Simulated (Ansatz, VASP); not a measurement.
**Two plane-wave programs on B**

Contents of INCAR:

```
ALGO = Normal ; EDIFF = 1E-7
ENCUT = 520 ; GGA = PE
ISIF = 2 ; ISMEAR = -1
LASPH = T ; LCHARG = F
LREAL = F ; LWAVE = F
NBANDS = 10 ; NELM = 60
PREC = Accurate ; SIGMA = 0.05
```

The input KPOINTS:

```
k-points
0
Gamma
  18 18 18
```

File POSCAR:

```
B
1.0
    0.0000000000      2.0255472738      2.0255472738
    2.0255472738      0.0000000000      2.0255472738
    2.0255472738      2.0255472738      0.0000000000
B
2
Direct
   -0.1250000000     -0.1250000000     -0.1250000000
    0.1250000000      0.1250000000      0.1250000000
```

Input for Ansatz:

```yaml
crystal:
  lattice:
    - [0.0, 2.0255472738, 2.0255472738]
    - [2.0255472738, 0.0, 2.0255472738]
    - [2.0255472738, 2.0255472738, 0.0]
  atoms:
    - { symbol: B, position: [-0.125, -0.125, -0.125] }
    - { symbol: B, position: [0.125, 0.125, 0.125] }
kpoints:
  mp_grid: { grid: [18, 18, 18] }
scf:
  occupations: { method: fermi_dirac, width: 0.05 }
hamiltonian:
  xc: pbe
  pseudopotentials: { kind: nc }
output:
  forces: true
  stress: true
  eigenvalues: true
```

Change from the starting cell: volume scaled by 1, norm-conserving files.

Alike in both runs: task single point; functional PBE; k mesh 18 × 18 × 18; occupations fermi-dirac, width 0.05 eV; no spin polarisation.

|  | VASP | Ansatz |
| --- | --- | --- |
| version | VASP 6.6.1 | Ansatz 0.2.0 |
| potentials or method | VASP PAW PBE potentials, release 64 (B) | norm-conserving pseudopotentials, scalar-relativistic |
| plane-wave cutoff (eV) | 520 | 1116 |
| valence electrons in the cell | 6 | 6 |

Ansatz gave:

```
pressure (GPa) : -0.1
```

Problem. Which values does VASP return?

Solution. Pressure (GPa): 0.0.
